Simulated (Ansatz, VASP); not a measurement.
# SiNi: VASP beside Ansatz

INCAR

```
ALGO = Normal
EDIFF = 1E-6
ENCUT = 520
GGA = RE
ISIF = 2
ISMEAR = -1
ISPIN = 2
LASPH = T
LCHARG = F
LMAXMIX = 4
LORBIT = 11
LREAL = F
LWAVE = F
MAGMOM = 1 1 1 1 0 0 0 0
NBANDS = 42
NELM = 150
PREC = Accurate
SIGMA = 0.05
```

File KPOINTS:

```
k-points
0
Gamma
  5 8 5
```

Contents of POSCAR:

```
SiNi
1.0
    5.1731000000      0.0000000000      0.0000000000
    0.0000000000      3.3381000000      0.0000000000
    0.0000000000      0.0000000000      5.6049000000
Ni Si
4 4
Direct
    0.9922100000      0.7500000000      0.8124800000
    0.5077900000      0.2500000000      0.3124800000
    0.4922100000      0.7500000000      0.6875200000
    0.0077900000      0.2500000000      0.1875200000
    0.6787200000      0.2500000000      0.9175000000
    0.8212800000      0.7500000000      0.4175000000
    0.1787200000      0.2500000000      0.5825000000
    0.3212800000      0.7500000000      0.0825000000
```

input.yaml

```yaml
crystal:
  lattice:
    - [5.1731, 0.0, 0.0]
    - [0.0, 3.3381, 0.0]
    - [0.0, 0.0, 5.6049]
  atoms:
    - { symbol: Ni, position: [0.99221, 0.75, 0.81248], spin: 1.0 }
    - { symbol: Ni, position: [0.50779, 0.25, 0.31248], spin: 1.0 }
    - { symbol: Ni, position: [0.49221, 0.75, 0.68752], spin: 1.0 }
    - { symbol: Ni, position: [0.00779, 0.25, 0.18752], spin: 1.0 }
    - { symbol: Si, position: [0.67872, 0.25, 0.9175] }
    - { symbol: Si, position: [0.82128, 0.75, 0.4175] }
    - { symbol: Si, position: [0.17872, 0.25, 0.5825] }
    - { symbol: Si, position: [0.32128, 0.75, 0.0825] }
hamiltonian:
  xc: revpbe
  pseudopotentials: { kind: paw }
magnetization:
  spin_polarized: true
kpoints:
  mp_grid: { grid: [5, 8, 5] }
  band_path:
    path:
      - [[0.0, 0.0, 0.0], [0.0, -0.5, 0.0], [-0.5, -0.5, 0.0], [-0.5, 0.0, 0.0], [0.0, 0.0, 0.0], [0.0, 0.0, -0.5], [0.0, -0.5, -0.5], [-0.5, -0.5, -0.5], [-0.5, 0.0, -0.5], [0.0, 0.0, -0.5]]
      - [[-0.5, 0.0, 0.0], [-0.5, 0.0, -0.5]]
      - [[0.0, -0.5, -0.5], [0.0, -0.5, 0.0]]
      - [[-0.5, -0.5, 0.0], [-0.5, -0.5, -0.5]]
    npoints: 10
scf:
  occupations: { method: fermi_dirac, width: 0.05 }
  n_extra_bands: 20
output:
  forces: true
  stress: true
  eigenvalues: true
  fatbands: true
```

Alike in both runs: functional revPBE; k mesh 5 × 8 × 5; occupations fermi-dirac, width 0.05 eV; collinear spin.

|  | VASP | Ansatz |
| --- | --- | --- |
| version | VASP 6.6.1 | Ansatz 0.2.0 |
| potentials or method | VASP PAW PBE potentials, release 64 (Ni, Si) | Ansatz PAW |
| plane-wave cutoff (eV) | 520 | 420 |
| valence electrons in the cell | 56 | 88 |
| task | single point | band structure |

```csv
,VASP,Ansatz,Ansatz less VASP
gap on the k mesh at the Fermi level (eV),none,none,-
pressure (GPa),4.2,4.4,+0.12
"traceless stress, the component that is largest in VASP (GPa)",-1.55,-1.60,-0.050
rms of the force components (eV/Å),0.037,0.034,-0.0033
net moment per atom (μB),0.00,0.00,0.000
```

VASP's potentials were made for PBE, not for revPBE. Atom by atom the forces differ by 0.004 eV/Å (rms over components). A gap of «none» marks a metal or a gap that the smearing closes. With one functional, cell and mesh, what is left measures potentials, basis and numerics. VASP's potentials hold 56 valence electrons a cell and Ansatz's 88, so a difference there can come from the potentials and not from the codes.
